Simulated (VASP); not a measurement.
# Ag2HCl2 in VASP: single point with PBE+D3(BJ)

Aim: the single point of Ag2HCl2 with PBE+D3(BJ).

All numbers are computed with VASP 6.6.1; they aren't measurements. Logs are shortened: lines on timing, memory, paths and dates and some standing lists are left out, and cuts for length are marked.

### 1 The cell of the first run

The cell holds a slab with vacuum, 5 atoms: a = 3.897 Å, b = 3.897 Å, c = 20.148 Å, α = 90.00°, β = 90.00°, γ = 90.00°.

### 2 Single point, PBE+D3(BJ), collinear spin, ferromagnetic start

Input file INCAR:

```
SYSTEM = Ag2HCl2
PREC = Accurate ; ENCUT = 520
EDIFF = 1E-6 ; ISMEAR = 0
SIGMA = 0.05 ; LREAL = .FALSE.
LASPH = .TRUE. ; NELM = 150
ALGO = Normal ; ISIF = 2
LWAVE = .FALSE. ; LCHARG = .FALSE.
ISPIN = 2 ; MAGMOM = 0 0 0 0 1
LORBIT = 11 ; LMAXMIX = 4
LDIPOL = .TRUE. ; IDIPOL = 3
DIPOL = 0.5 0.5 0.307 ; GGA = PE
IVDW = 12 ; NBANDS = 30
```

Input file KPOINTS:

```
regular mesh
0
G
  7 7 1
  0 0 0
```

Input file POSCAR:

```
Ag2HCl2
1.0
    3.8966246593      0.0000000000      0.0000000000
    0.0000000000      3.8966246593      0.0000000000
    0.0000000000      0.0000000000     20.1478735173
Ag Cl H
2 2 1
Direct
    0.0000000000      0.0000000000      0.1985321179
    0.5000000000      0.5000000000      0.3337564577
    0.5000000000      0.5000000000      0.1985321179
    0.0000000000      0.0000000000      0.3398807081
    0.0000000000      0.1250000000      0.4639632817
```

Potentials or basis: VASP PAW PBE potentials, release 64 (Ag, Cl, H).

Started as:

```console
cat potpaw_PBE.64/Ag/POTCAR potpaw_PBE.64/Cl/POTCAR potpaw_PBE.64/H/POTCAR > POTCAR
mpirun -np 1 vasp_std > vasp.out
```

OUTCAR:

```text
SYSTEM = Ag2HCl2
   PREC = Accurate
   ENCUT = 520
   EDIFF = 1E-6
   ISMEAR = 0
   LREAL = .FALSE.
   LASPH = .TRUE.
   NELM = 150
   ISIF = 2
   ISPIN = 2
   LORBIT = 11
   GGA = PE
   IVDW = 12
 IVDW          = 12

 ion  position               nearest neighbor table
   1  0.000  0.000  0.199-   3 2.76   3 2.76   3 2.76   3 2.76   4 2.85
   2  0.500  0.500  0.334-   3 2.72   4 2.76   4 2.76   4 2.76   4 2.76
   3  0.500  0.500  0.199-   2 2.72   1 2.76   1 2.76   1 2.76   1 2.76
   4  0.000  0.000  0.340-   2 2.76   2 2.76   2 2.76   2 2.76   1 2.85
   5  0.000  0.125  0.464-

  LATTYP: Found a simple tetragonal cell.
 ALAT       =     3.8966246593
 C/A-ratio  =     5.1705964210

  Lattice vectors:

 A1 = (   3.8966246593,   0.0000000000,   0.0000000000)
 A2 = (   0.0000000000,   3.8966246593,   0.0000000000)
 A3 = (   0.0000000000,   0.0000000000,  20.1478735173)

Analysis of symmetry for initial positions (statically):
=====================================================================
 Subroutine PRICEL returns:
 Original cell was already a primitive cell.

 Routine SETGRP: Setting up the symmetry group for a
 simple tetragonal supercell.

 Subroutine GETGRP returns: Found  2 space group operations
 (whereof  2 operations were pure point group operations)
 out of a pool of 16 trial point group operations.

The static configuration has the point symmetry C_1h.

Analysis of symmetry for dynamics (positions and initial velocities):
=====================================================================
 Subroutine PRICEL returns:
 Original cell was already a primitive cell.

 Routine SETGRP: Setting up the symmetry group for a
 simple tetragonal supercell.

 Subroutine GETGRP returns: Found  2 space group operations
 (whereof  2 operations were pure point group operations)
 out of a pool of 16 trial point group operations.

The dynamic configuration has the point symmetry C_1h.

Analysis of structural, dynamic, and magnetic symmetry:
=====================================================================
 Subroutine PRICEL returns:
 Original cell was already a primitive cell.

 Routine SETGRP: Setting up the symmetry group for a
 simple tetragonal supercell.

 Subroutine GETGRP returns: Found  2 space group operations
 (whereof  2 operations were pure point group operations)
 out of a pool of 16 trial point group operations.

The overall configuration has the point symmetry C_1h.

 Subroutine INISYM returns: Found  2 space group operations
 (whereof  2 operations are pure point group operations),
 and found     1 'primitive' translations

----------------------------------------------------------------------------------------

                                     Primitive cell

  volume of cell :     305.9189

  direct lattice vectors                    reciprocal lattice vectors
     3.896624659  0.000000000  0.000000000     0.256632365  0.000000000  0.000000000
     0.000000000  3.896624659  0.000000000     0.000000000  0.256632365  0.000000000
     0.000000000  0.000000000 20.147873517     0.000000000  0.000000000  0.049633029

  length of vectors
     3.896624659  3.896624659 20.147873517     0.256632365  0.256632365  0.049633029

  position of ions in fractional coordinates (direct lattice)
     0.000000000  0.000000000  0.198532118
     0.500000000  0.500000000  0.333756458
     0.500000000  0.500000000  0.198532118
     0.000000000  0.000000000  0.339880708
     0.000000000  0.125000000  0.463963282

  ion indices of the primitive-cell ions
   primitive index   ion index
                 1           1
                 2           2
                 3           3
                 4           4
                 5           5

----------------------------------------------------------------------------------------

 KPOINTS: regular mesh

Automatic generation of k-mesh.
 Grid dimensions read from file:
[... 27 lines left out ...]
  0.428571  0.000000  0.000000      2.000000
[... 8 lines left out ...]
 -0.285714  0.428571  0.000000      4.000000
  0.428571  0.428571  0.000000      4.000000
   k-points           NKPTS =     16   k-points in BZ     NKDIM =     16   number of bands    NBANDS=     30
   number of dos      NEDOS =    301   number of ions     NIONS =      5
   total plane-waves  NPLWV = 135000
   dimension x,y,z NGX =    30 NGY =   30 NGZ =  150
   dimension x,y,z NGXF=    60 NGYF=   60 NGZF=  300
   ions per type =               2   2   1
   NGX,Y,Z   is equivalent  to a cutoff of  12.80, 12.80, 12.38 a.u.
   NGXF,Y,Z  is equivalent  to a cutoff of  25.60, 25.60, 24.75 a.u.
 SYSTEM =  Ag2HCl2
   PREC   = accura    normal or accurate (medium, high low for compatibility)
   ISTART =      0    job   : 0-new  1-cont  2-samecut
   ICHARG =      2    charge: 1-file 2-atom 10-const
   ISPIN  =      2    spin polarized calculation?
   LNONCOLLINEAR =      F non collinear calculations
   LSORBIT =      F    spin-orbit coupling
   LASPH  =      T    aspherical Exc in radial PAW
   ENCUT  =  520.0 eV  38.22 Ry    6.18 a.u.   7.25  7.25 37.46*2*pi/ulx,y,z
   NELM   =    150;   NELMIN=  2; NELMDL= -5     # of ELM steps
   EDIFF  = 0.1E-05   stopping-criterion for ELM
   LREAL  =      F    real-space projection
   EDIFFG = 0.1E-04   stopping-criterion for IOM
   NSW    =      0    number of steps for IOM
   IBRION =     -1    ionic relax: 0-MD 1-quasi-New 2-CG
   NFREE  =      0    steps in history (QN), initial steepest desc. (CG)
   ISIF   =      2    stress and relaxation
   ISYM   =      2    0-nonsym 1-usesym 2-fastsym
   POTIM  = 0.5000    time-step for ionic-motion
   TEBEG  =    0.0;   TEEND  =   0.0 temperature during run
   PSTRESS=    0.0 pullay stress
   NELECT =      37.0000    total number of electrons
   NUPDOWN=      -1.0000    fix difference up-down
   EMIN   =  10.00;   EMAX   =-10.00  energy-range for DOS
   EFERMI =   0.00;   METHOD = LEGACY
   ISMEAR =     0;   SIGMA  =   0.05  broadening in eV -4-tet -1-fermi 0-gaus
   EFERMI_NEDOS =   21; number of points for ismear=-14 and -15
   IALGO  =     38    algorithm
   IMIX   =      4    mixing-type and parameters
     AMIX     =   0.40;   BMIX     =  1.00
     AMIX_MAG =   1.60;   BMIX_MAG =  1.00
  volume/ion in A,a.u.               =      61.18       412.89
  Fermi-wavevector in a.u.,A,eV,Ry     =   0.809605  1.529932  8.918082  0.655461
  Thomas-Fermi vector in A             =   1.918627
   LORBIT       =     11    0 simple, 1 ext, 2 COOP (PROOUT), +10 PAW based schemes
   GGA     = PE    functional components
   LHFCALC =     F    Hartree Fock is set to
   AEXX    =    0.0000 exact exchange contribution
   IVDW    =    12    specifies the selected vdW correction
   LEPSILON=     F    determine dielectric tensor
   LRPA    =     F    only Hartree local field effects (RPA)
 spin polarized calculation
 Gauss-broadening in eV      SIGMA  =   0.05
  energy-cutoff  :      520.00
  volume of cell :      305.92
 maximum number of plane-waves:      8267
 NGX is ok and might be reduce to    30
   NGX = 15   NGY = 15   NGZ = 75

 dipolmoment           0.000000      0.000000     -0.000007 electrons x Angstroem

 number of electron      37.0000009 magnetization       1.0000000

 dipolmoment           0.000000      0.000000      0.071617 electrons x Angstroem

 Free energy of the ion-electron system (eV)
  ---------------------------------------------------
  ext. energy  EPLUGINS =         0.00000000
  ---------------------------------------------------
  free energy    TOTEN  =       -11.67772247 eV

  energy without entropy =      -11.67772247  energy(sigma->0) =      -11.67772247

 E-fermi :  -2.6207     XC(G=0):  -3.6016

 val. band max:       -2.8805973636   @ k =   0.0000   0.4286   0.0000
 cond. band min:      -1.8540839098   @ k =   0.0000   0.0000   0.0000
 fundamental gap:      1.0265134538
 Fermi energy:        -2.6206589318

 spin component 1

 k-point     1 :       0.0000    0.0000    0.0000
  band No.  band energies     occupation
      1     -17.8694      1.00000
      2     -17.5498      1.00000
      3      -6.9027      1.00000
      4      -6.3598      1.00000
      5      -5.8568      1.00000
      6      -5.8562      1.00000
[... 517 lines left out ...]
     29       5.9131      0.00000
     30       6.2670      0.00000
 Fermi energy:        -2.6206589318

 spin component 2

 k-point     1 :       0.0000    0.0000    0.0000
  band No.  band energies     occupation
      1     -17.8596      1.00000
      2     -17.5097      1.00000
      3      -6.8087      1.00000
      4      -6.1621      1.00000
      5      -5.8484      1.00000
      6      -5.8484      1.00000
[... 517 lines left out ...]
     29       6.1590      0.00000
     30       6.3304      0.00000

------------------------ aborting loop because EDIFF is reached ----------------------------------------

 vacuum level on the upper side and lower side of the slab       (xc-potential included)         0.433        -0.470

 Edisp (eV)   -0.91744

 E8    (eV) :    -0.3797

  FORCE on cell =-STRESS in cart. coord.  units (eV):
  Direction    XX          YY          ZZ          XY          YZ          ZX
  --------------------------------------------------------------------------------------
  -------------------------------------------------------------------------------------
  Total      -1.80961    -1.78411     0.14201     0.00000     0.09504     0.00000
  in kB      -9.47741    -9.34384     0.74374     0.00000     0.49775     0.00000
  external pressure =       -6.03 kB  Pullay stress =        0.00 kB

 VOLUME and BASIS-vectors are now :
 -----------------------------------------------------------------------------
  energy-cutoff  :      520.00
  volume of cell :      305.92
      direct lattice vectors                 reciprocal lattice vectors
     3.896624659  0.000000000  0.000000000     0.256632365  0.000000000  0.000000000
     0.000000000  3.896624659  0.000000000     0.000000000  0.256632365  0.000000000
     0.000000000  0.000000000 20.147873517     0.000000000  0.000000000  0.049633029

 POSITION                                       TOTAL-FORCE (eV/Angst)
 -----------------------------------------------------------------------------------
      0.00000      0.00000      4.00000         0.000000     -0.001290      0.264861
      1.94831      1.94831      6.72448         0.000000     -0.000407      0.040377
      1.94831      1.94831      4.00000         0.000000     -0.000924     -0.260619
      0.00000      0.00000      6.84787         0.000000     -0.032820     -0.129725
      0.00000      0.48708      9.34787         0.000000      0.035441      0.085106
 -----------------------------------------------------------------------------------
    total drift:                                0.000000      0.000024      0.000124

  FREE ENERGIE OF THE ION-ELECTRON SYSTEM (eV)
  ---------------------------------------------------
  free  energy   TOTEN  =       -12.5951638054 eV

  energy  without entropy=      -12.5951638054  energy(sigma->0) =      -12.59516381

 vacuum level on the upper side and lower side of the slab         3.185         2.294

 total charge

# of ion       s       p       d       tot
------------------------------------------
    1        0.193   0.121   9.368   9.683
    2        0.193   0.129   9.369   9.691
    3        1.600   3.473   0.000   5.073
    4        1.603   3.466   0.000   5.069
    5        0.383   0.001   0.000   0.383
--------------------------------------------------
tot          3.973   7.190  18.737  29.900

 magnetization (x)

# of ion       s       p       d       tot
------------------------------------------
    1        0.002   0.002   0.002   0.006
    2       -0.001  -0.000   0.003   0.002
    3        0.000   0.003   0.000   0.004
    4        0.005   0.031   0.000   0.036
    5        0.370   0.000   0.000   0.370
--------------------------------------------------
tot          0.377   0.036   0.005   0.418
```

It took 11 min on 1 thread of Intel Xeon Platinum 8259CL at 2.50GHz (Skylake/Cascade Lake), shared host; peak memory 0.59 GiB.

Results:

* Free energy: -12.5952 eV
* Largest force: 0.265 eV/Å
* Band gap on the k mesh: 1.03 eV, indirect (least direct gap 2.12 eV)
* Net moment: 1.00 μB per cell
* Site moments: Ag +0.01, +0.00; Cl +0.00, +0.04; H +0.37 μB
* Valence electrons inside the program's atomic spheres: Ag 9.68, 9.69; Cl 5.07; H 0.38
* Dispersion energy per atom: -0.183 eV

Forces in eV/Å, atoms in the order of the input:
```
Ag   0.000 -0.001  0.265
Ag   0.000  0.000  0.040
Cl   0.000 -0.001 -0.261
Cl   0.000 -0.033 -0.130
H    0.000  0.035  0.085
```

Levels at points of the mesh, in eV from the valence-band top:
Spin up:
```tsv
k point	band 17	band 18	band 19	band 20	band 21	band 22
(0.00, 0.00, 0.00)	-1.90	-1.63	-1.10	1.33	2.33	4.78
```
Spin down:
```
           k point  band 15  band 16  band 17  band 18  band 19  band 20  band 21  band 22
(0.00, 0.00, 0.00)    -2.20    -1.90    -1.90    -1.45     1.03     2.15     3.35     4.82
```
